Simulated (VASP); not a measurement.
Wanted: the native input for a VASP 6.6.1 run.

| Item | Value |
| --- | --- |
| Task | single point |
| Functional | PBE |
| Potentials or basis | VASP PAW PBE potentials, release 64 (Cd, Sb, C) |
| Cutoff | 520 eV |
| k mesh | 6 × 6 × 6 |
| Occupations | fermi-dirac, width 0.02 eV |
| Spin | no spin polarisation |
| Dipole correction | no |
| Further INCAR settings | ALGO = Normal; EDIFF = 1e-07; NBANDS = 36 |

The structure of CdSb2C lies in POSCAR:

```
CdSb2C
1.0
   -3.1026256608      3.1026256608      5.1993564263
    3.1026256608     -3.1026256608      5.1993564263
    3.1026256608      3.1026256608     -5.1993564263
Cd Sb C
2 4 2
Direct
    0.0000000000      0.0000000000      0.0000000000
    0.7500000000      0.2500000000      0.5000000000
    0.3750000000      0.4524834671      0.5774834671
    0.2024834671      0.6250000000      0.0774834671
    0.8750000000      0.7975165329      0.4225165329
    0.5475165329      0.1250000000     -0.0774834671
    0.5000000000      0.5000000000      0.0000000000
    0.2500000000      0.7500000000      0.5000000000
```

The input as run:

INCAR

```
SYSTEM = CdSb2C
ALGO = Normal ; EDIFF = 1E-7
ENCUT = 520 ; GGA = PE
ISIF = 2 ; ISMEAR = -1
LASPH = .TRUE. ; LCHARG = .FALSE.
LREAL = .FALSE. ; LWAVE = .FALSE.
NBANDS = 36 ; NELM = 60
PREC = Accurate ; SIGMA = 0.02
```

KPOINTS

```
k-points
0
G
  6 6 6
  0 0 0
```

Potentials or basis: VASP PAW PBE potentials, release 64 (Cd, Sb, C).

Launch:

```sh
$ cat potpaw_PBE.64/Cd/POTCAR potpaw_PBE.64/Sb/POTCAR potpaw_PBE.64/C/POTCAR > POTCAR
$ mpirun -np 1 vasp_std > vasp.out
```

Results of the run:

* Pressure: -1.6 GPa
* Largest force: 0.028 eV/Å
* Band gap on the k mesh: 0.18 eV (least direct gap 0.54 eV)

Caveat: semilocal functionals underestimate gaps, and a narrow one can read as zero; spin-orbit coupling is left out, which moves the levels of the heavy elements.

It took 4 min on 1 thread of AMD EPYC 9R45 96-Core Processor (Zen 5), with other jobs on the host, peak memory 0.48 GiB.
